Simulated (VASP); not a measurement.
Here is a VASP 6.6.1 calculation.

The input POSCAR:

```
BN
1.0
    0.0000000000      1.7923102062      1.7923102062
    1.7923102062      0.0000000000      1.7923102062
    1.7923102062      1.7923102062      0.0000000000
B N
1 1
Direct
    0.0000000000      0.0000000000      0.0000000000
    0.2500000000      0.2500000000      0.2500000000
```

File INCAR.step1:

```
SYSTEM = BN
ALGO     = Normal         ! electronic algorithm
EDIFF    = 1E-5           ! SCF threshold, eV
ENCUT    = 1460           ! plane-wave cutoff, eV
GGA      = PE             ! functional
GGA_COMPAT= .FALSE.      
ISMEAR   = 0              ! smearing method
LASPH    = .TRUE.         ! aspherical terms in the spheres
LCHARG   = .FALSE.        ! write CHGCAR
LREAL    = .FALSE.        ! projectors in reciprocal space
LWAVE    = .TRUE.         ! write WAVECAR
NBANDS   = 11             ! bands
NELM     = 120            ! most SCF steps
PREC     = Accurate       ! precision mode
SIGMA    = 0.01           ! smearing width, eV
```

The input INCAR.step2:

```
SYSTEM = BN
ALGO     = Normal         ! electronic algorithm
EDIFF    = 1E-6           ! SCF threshold, eV
ENCUT    = 1460           ! plane-wave cutoff, eV
GGA_COMPAT= .FALSE.      
ISIF     = 2              ! what is computed and relaxed
ISMEAR   = 0              ! smearing method
ISTART   = 1            
LASPH    = .TRUE.         ! aspherical terms in the spheres
LCHARG   = .FALSE.        ! write CHGCAR
LMIXTAU  = .TRUE.       
LREAL    = .FALSE.        ! projectors in reciprocal space
LWAVE    = .FALSE.        ! write WAVECAR
METAGGA  = R2SCAN         ! meta-GGA
NBANDS   = 11             ! bands
NELM     = 120            ! most SCF steps
PREC     = Accurate       ! precision mode
SIGMA    = 0.01           ! smearing width, eV
```

The input KPOINTS:

```
k-points
0
G
  10 10 10
  0 0 0
```

Potentials or basis: VASP PAW PBE potentials, release 64 (B_h, N_h).

Run with:

```sh
$ cat potpaw_PBE.64/B_h/POTCAR potpaw_PBE.64/N_h/POTCAR > POTCAR
$ cp INCAR.step1 INCAR
$ mpirun -np 1 vasp_std > vasp.out
$ cp INCAR.step2 INCAR
$ mpirun -np 1 vasp_std > vasp.out
```

(1) Estimate the band gap on the k mesh.

(2) Estimate the pressure.

Answers

(1) 5.02 eV (least direct gap 9.68 eV).

(2) 8.0 GPa.

Caveat: the cell stands under pressure; the PAW data sets were made with another functional, which shifts forces and pressure a little.
